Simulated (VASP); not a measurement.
# Be (I4/mmm) in VASP: single point with r2SCAN

Aim: the single point of Be with r2SCAN.

All numbers are computed with VASP 6.6.1; they aren't measurements. Logs are shortened: lines on timing, memory, paths and dates and some standing lists are left out, and cuts for length are marked.

**1. The cell of the first run**

It takes space group I4/mmm (No. 139, tetragonal). Conventional cell: a = 2.669 Å, b = 2.669 Å, c = 2.201 Å, α = 90.00°, β = 90.00°, γ = 90.00°. Be (site symmetry 4/mmm) has 14 Be at 2.18 to 2.67 Å within 2.9 Å.

**2. Single point, r2SCAN**

Input file POSCAR:

```
Be
1.0
   -1.3342800000      1.3342800000      1.1007390000
    1.3342800000     -1.3342800000      1.1007390000
    1.3342800000      1.3342800000     -1.1007390000
Be
1
Direct
    0.0000000000      0.0000000000      0.0000000000
```

Input file INCAR.step1:

```
PREC = Accurate
ENCUT = 520
ISMEAR = -1
SIGMA = 0.1
LREAL = False
LASPH = True
NELM = 100
NBANDS = 7
GGA = PE
ALGO = Normal
EDIFF = 1E-4
LWAVE = True
LCHARG = False
```

Input file INCAR.step2:

```
PREC = Accurate
ENCUT = 520
EDIFF = 1E-6
ISMEAR = -1
SIGMA = 0.1
LREAL = False
LASPH = True
NELM = 100
ALGO = Normal
ISIF = 2
LWAVE = False
LCHARG = True
METAGGA = R2SCAN
LMIXTAU = True
LELF = True
LVHAR = True
NBANDS = 7
ISTART = 1
```

Input file KPOINTS:

```
Automatic mesh
0
Gamma
  18 18 18
```

Potentials or basis: VASP PAW PBE potentials, release 64 (Be).

Launch:

```console
> cat potpaw_PBE.64/Be/POTCAR > POTCAR
> cp INCAR.step1 INCAR
> mpirun -np 1 vasp_std > vasp.out
> cp INCAR.step2 INCAR
> mpirun -np 1 vasp_std > vasp.out
```

OUTCAR:

```text
PREC = Accurate
   ENCUT = 520
   EDIFF = 1E-6
   ISMEAR = -1
   LREAL = False
   LASPH = True
   NELM = 100
   ISIF = 2
   METAGGA = R2SCAN
   ISTART = 1

 ion  position               nearest neighbor table
   1  0.000  0.000  0.000-

  LATTYP: Found a body centered tetragonal cell.
 ALAT       =     2.6685600000
 C/A-ratio  =     0.8249685223

  Lattice vectors:

 A1 = (  -1.3342800000,   1.3342800000,   1.1007390000)
 A2 = (   1.3342800000,  -1.3342800000,   1.1007390000)
 A3 = (   1.3342800000,   1.3342800000,  -1.1007390000)

Analysis of symmetry for initial positions (statically):
=====================================================================
 Subroutine PRICEL returns:
 Original cell was already a primitive cell.

 Routine SETGRP: Setting up the symmetry group for a
 body centered tetragonal supercell.

 Subroutine GETGRP returns: Found 16 space group operations
 (whereof 16 operations were pure point group operations)
 out of a pool of 16 trial point group operations.

The static configuration has the point symmetry D_4h.

Analysis of symmetry for dynamics (positions and initial velocities):
=====================================================================
 Subroutine PRICEL returns:
 Original cell was already a primitive cell.

 Routine SETGRP: Setting up the symmetry group for a
 body centered tetragonal supercell.

 Subroutine GETGRP returns: Found 16 space group operations
 (whereof 16 operations were pure point group operations)
 out of a pool of 16 trial point group operations.

The dynamic configuration has the point symmetry D_4h.

 Subroutine INISYM returns: Found 16 space group operations
 (whereof 16 operations are pure point group operations),
 and found     1 'primitive' translations

----------------------------------------------------------------------------------------

                                     Primitive cell

  volume of cell :       7.8386

  direct lattice vectors                    reciprocal lattice vectors
    -1.334280000  1.334280000  1.100739000     0.000000000  0.374733939  0.454240288
     1.334280000 -1.334280000  1.100739000     0.374733939  0.000000000  0.454240288
     1.334280000  1.334280000 -1.100739000     0.374733939  0.374733939  0.000000000

  length of vectors
     2.184544022  2.184544022  2.184544022     0.588863111  0.588863111  0.529953819

  position of ions in fractional coordinates (direct lattice)
     0.000000000  0.000000000  0.000000000

  ion indices of the primitive-cell ions
   primitive index   ion index
                 1           1

----------------------------------------------------------------------------------------

 KPOINTS: Automatic mesh

Automatic generation of k-mesh.
 Grid dimensions read from file:
 generate k-points for:   18   18   18

 Generating k-lattice:

  Cartesian coordinates                     Fractional coordinates (reciprocal lattice)
     0.000000000  0.020818552  0.025235572     0.055555556  0.000000000 -0.000000000
     0.020818552  0.000000000  0.025235572     0.000000000  0.055555556 -0.000000000
     0.020818552  0.020818552  0.000000000     0.000000000  0.000000000  0.055555556

  Length of vectors
     0.032714617  0.032714617  0.029441879

  Shift w.r.t. Gamma in fractional coordinates (k-lattice)
     0.000000000  0.000000000  0.000000000

 Subroutine IBZKPT returns following result:
 ===========================================

 Found    480 irreducible k-points:

 Following reciprocal coordinates:
            Coordinates               Weight
  0.000000  0.000000  0.000000      1.000000
  0.055556 -0.000000  0.000000      8.000000
  0.111111 -0.000000  0.000000      8.000000
  0.166667 -0.000000  0.000000      8.000000
  0.222222 -0.000000  0.000000      8.000000
  0.277778  0.000000  0.000000      8.000000
[... 16 lines left out ...]
 -0.277778  0.055556  0.000000     16.000000
 -0.222222  0.055556 -0.000000     16.000000
 [... further k-points ...]
   k-points           NKPTS =    480   k-points in BZ     NKDIM =    480   number of bands    NBANDS=      7
   number of dos      NEDOS =    301   number of ions     NIONS =      1
   total plane-waves  NPLWV =   4096
   dimension x,y,z NGX =    16 NGY =   16 NGZ =   16
   dimension x,y,z NGXF=    32 NGYF=   32 NGZF=   32
   ions per type =               1
   NGX,Y,Z   is equivalent  to a cutoff of  12.18, 12.18, 12.18 a.u.
   NGXF,Y,Z  is equivalent  to a cutoff of  24.35, 24.35, 24.35 a.u.
 SYSTEM =  unknown system
   PREC   = accura    normal or accurate (medium, high low for compatibility)
   ISTART =      1    job   : 0-new  1-cont  2-samecut
   ICHARG =      0    charge: 1-file 2-atom 10-const
   ISPIN  =      1    spin polarized calculation?
   LNONCOLLINEAR =      F non collinear calculations
   LSORBIT =      F    spin-orbit coupling
   LASPH  =      T    aspherical Exc in radial PAW
   ENCUT  =  520.0 eV  38.22 Ry    6.18 a.u.   4.06  4.06  4.06*2*pi/ulx,y,z
   NELM   =    100;   NELMIN=  2; NELMDL=  0     # of ELM steps
   EDIFF  = 0.1E-05   stopping-criterion for ELM
   LREAL  =      F    real-space projection
   EDIFFG = 0.1E-04   stopping-criterion for IOM
   NSW    =      0    number of steps for IOM
   IBRION =     -1    ionic relax: 0-MD 1-quasi-New 2-CG
   NFREE  =      0    steps in history (QN), initial steepest desc. (CG)
   ISIF   =      2    stress and relaxation
   ISYM   =      2    0-nonsym 1-usesym 2-fastsym
   POTIM  = 0.5000    time-step for ionic-motion
   TEBEG  =    0.0;   TEEND  =   0.0 temperature during run
   PSTRESS=    0.0 pullay stress
   NELECT =       2.0000    total number of electrons
   NUPDOWN=      -1.0000    fix difference up-down
   EMIN   =  10.00;   EMAX   =-10.00  energy-range for DOS
   EFERMI =   0.00;   METHOD = LEGACY
   ISMEAR =    -1;   SIGMA  =   0.10  broadening in eV -4-tet -1-fermi 0-gaus
   EFERMI_NEDOS =   21; number of points for ismear=-14 and -15
   IALGO  =     38    algorithm
   IMIX   =      4    mixing-type and parameters
     AMIX     =   0.40;   BMIX     =  1.00
     AMIX_MAG =   1.60;   BMIX_MAG =  1.00
  volume/ion in A,a.u.               =       7.84        52.90
  Fermi-wavevector in a.u.,A,eV,Ry     =   1.038338  1.962174 14.669063  1.078146
  Thomas-Fermi vector in A             =   2.172818
   LORBIT       =      0    0 simple, 1 ext, 2 COOP (PROOUT), +10 PAW based schemes
   METAGGA = R2SCAN    functional components
   LHFCALC =     F    Hartree Fock is set to
   AEXX    =    0.0000 exact exchange contribution
   IVDW    =     0    specifies the selected vdW correction
   LEPSILON=     F    determine dielectric tensor
   LRPA    =     F    only Hartree local field effects (RPA)
 non-spin polarized calculation
  energy-cutoff  :      520.00
  volume of cell :        7.84
 maximum number of plane-waves:       223
   NGX =  9   NGY =  9   NGZ =  9

 number of electron       2.0000000 magnetization

 Free energy of the ion-electron system (eV)
  ---------------------------------------------------
  ext. energy  EPLUGINS =         0.00000000
  ---------------------------------------------------
  free energy    TOTEN  =        -4.18449916 eV

  energy without entropy =       -4.17850279  energy(sigma->0) =       -4.18150098

 E-fermi :   7.4383     XC(G=0): -11.2937

 val. band max:        7.4057610562   @ k =  -0.3889  -0.3889   0.0556
 cond. band min:       7.4585324715   @ k =   0.3333   0.3333   0.1111
 fundamental gap:      0.0527714153
 Fermi energy:         7.4382540335

 k-point     1 :       0.0000    0.0000    0.0000
  band No.  band energies     occupation
      1      -5.0896      2.00000
      2      27.4707      0.00000
      3      27.4707      0.00000
      4      31.1526      0.00000
      5      34.7710      0.00000
      6      39.0488      0.00000
      7      44.6148      0.00000

 k-point     2 :       0.0556   -0.0000    0.0000
  band No.  band energies     occupation
      1      -4.9626      2.00000
      2      26.9075      0.00000
      3      27.3152      0.00000
      4      30.5663      0.00000
      5      35.3580      0.00000
      6      39.1214      0.00000
      7      41.7228      0.00000

 k-point     3 :       0.1111   -0.0000    0.0000
  band No.  band energies     occupation
      1      -4.5811      2.00000
      2      25.6843      0.00000
      3      26.8522      0.00000
      4      28.8523      0.00000
      5      35.8063      0.00000
      6      37.4542      0.00000
      7      40.6577      0.00000

 k-point     4 :       0.1667   -0.0000    0.0000
  band No.  band energies     occupation
      1      -3.9449      2.00000
      2      24.3538      0.00000
      3      25.9673      0.00000
      4      26.2709      0.00000
      5      34.3989      0.00000
      6      35.7132      0.00000
      7      42.2667      0.00000

 k-point     5 :       0.2222   -0.0000    0.0000
  band No.  band energies     occupation
      1      -3.0549      2.00000
      2      22.7185      0.00000
      3      23.1450      0.00000
      4      25.3089      0.00000
      5      32.4777      0.00000
      6      34.8502      0.00000
      7      42.5734      0.00000
[... 161 lines left out ...]
 k-point    22 :      -0.3333    0.0556    0.0000
  band No.  band energies     occupation
      1      -1.2988      2.00000
      2      17.7502      0.00000
      3      20.6608      0.00000
      4      23.9316      0.00000
      5      31.2724      0.00000
      6      35.2448      0.00000
      7      44.5693      0.00000

 k-point    23 :      -0.2778    0.0556    0.0000
  band No.  band energies     occupation
      1      -2.5361      2.00000
      2      20.7468      0.00000
      3      21.8654      0.00000
      4      24.8859      0.00000
      5      32.6468      0.00000
      6      35.5543      0.00000
      7      43.7849      0.00000

 k-point    24 :      -0.2222    0.0556   -0.0000
  band No.  band energies     occupation
      1      -3.5297      2.00000
      2      22.2408      0.00000
      3      24.8289      0.00000
      4      25.8715      0.00000
      5      34.2157      0.00000
      6      36.2287      0.00000
      7      42.3912      0.00000

 [... further k-points ...]

------------------------ aborting loop because EDIFF is reached ----------------------------------------

  FORCE on cell =-STRESS in cart. coord.  units (eV):
  Direction    XX          YY          ZZ          XY          YZ          ZX
  --------------------------------------------------------------------------------------
  -------------------------------------------------------------------------------------
  Total       -0.1710906     -0.1710906      1.0170576      0.0000000      0.0000000      0.0000000
  in kB      -34.9702251    -34.9702251    207.8824524      0.0000000      0.0000000      0.0000000
  external PRESSURE =      45.9806674 kB  Pullay stress =       0.0000000 kB

 VOLUME and BASIS-vectors are now :
 -----------------------------------------------------------------------------
  energy-cutoff  :      520.00
  volume of cell :        7.84
      direct lattice vectors                 reciprocal lattice vectors
    -1.334280000  1.334280000  1.100739000     0.000000000  0.374733939  0.454240288
     1.334280000 -1.334280000  1.100739000     0.374733939  0.000000000  0.454240288
     1.334280000  1.334280000 -1.100739000     0.374733939  0.374733939  0.000000000

 POSITION                                       TOTAL-FORCE (eV/Angst)
 -----------------------------------------------------------------------------------
      0.00000      0.00000      0.00000        -0.000000      0.000000     -0.000000
 -----------------------------------------------------------------------------------
    total drift:                                0.000000     -0.000000     -0.000000

  FREE ENERGIE OF THE ION-ELECTRON SYSTEM (eV)
  ---------------------------------------------------
  free  energy   TOTEN  =        -4.1844991644 eV

  energy  without entropy=       -4.1785027901  energy(sigma->0) =       -4.18150098
```

It took 30 s on 1 thread of Intel Xeon 8259CL, shared host; peak memory 0.13 GiB.

What came out:

| Quantity | Value |
| --- | --- |
| Free energy | -4.1845 eV |
| Pressure | 4.6 GPa |
| Band gap on the k mesh | zero (bands 1 and 2 overlap by 3.63 eV) |

Stress tensor (GPa, compression positive):
```
-3.50  0.00  0.00
 0.00 -3.50  0.00
 0.00  0.00 20.79
```

Caveat: the cell stands under pressure; the PAW data sets were made with another functional, which shifts forces and pressure a little.
